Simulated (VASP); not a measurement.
# InAs: single point with BLYP

The system is InAs.

```
In As
1.0
     0.00000    3.13705    3.13705
     3.13705    0.00000    3.13705
     3.13705    3.13705    0.00000
In As
1 1
Direct
  0.00000 0.00000 0.00000
  0.75000 0.75000 0.75000
```

This cell differs from its parent crystal: volume scaled by 0.98.

```json
{
  "Program": "VASP 6.6.1",
  "Task": "single point",
  "Functional": "BLYP",
  "Potentials or basis": "VASP PAW PBE potentials, release 64 (In_d, As)",
  "Cutoff": "520 eV",
  "k mesh": "6 × 6 × 6",
  "Occupations": "gaussian, width 0.05 eV",
  "Spin": "no spin polarisation"
}
```

```yaml
Pressure: 0.9 GPa
Band_gap_on_the_k_mesh: zero (filled and empty bands touch)
```

Levels at points of the mesh, in eV from the Fermi level:
| k point | band 5 | band 6 | band 7 | band 8 | band 9 | band 10 | band 11 | band 12 | band 13 | band 14 |
| --- | --- | --- | --- | --- | --- | --- | --- | --- | --- | --- |
| (0.00, 0.00, 0.00) | -14.18 | -11.25 | -0.88 | -0.02 | -0.02 | -0.02 | 3.82 | 3.82 | 3.82 | 7.31 |
| (0.50, 0.00, 0.00) | -14.17 | -10.12 | -5.27 | -0.85 | -0.85 | 0.68 | 4.61 | 4.61 | 6.75 | 8.61 |
| (0.50, 0.50, 0.00) | -14.16 | -9.69 | -5.45 | -1.98 | -1.98 | 1.80 | 2.03 | 8.41 | 8.41 | 8.55 |

Run time: 24 s on 1 thread of Intel Xeon 6975P-C (shared host), peak memory 0.21 GiB.

Caveat: the PAW data sets were made with another functional, which shifts forces and pressure a little; spin-orbit coupling is left out, which moves the levels of the heavy elements.
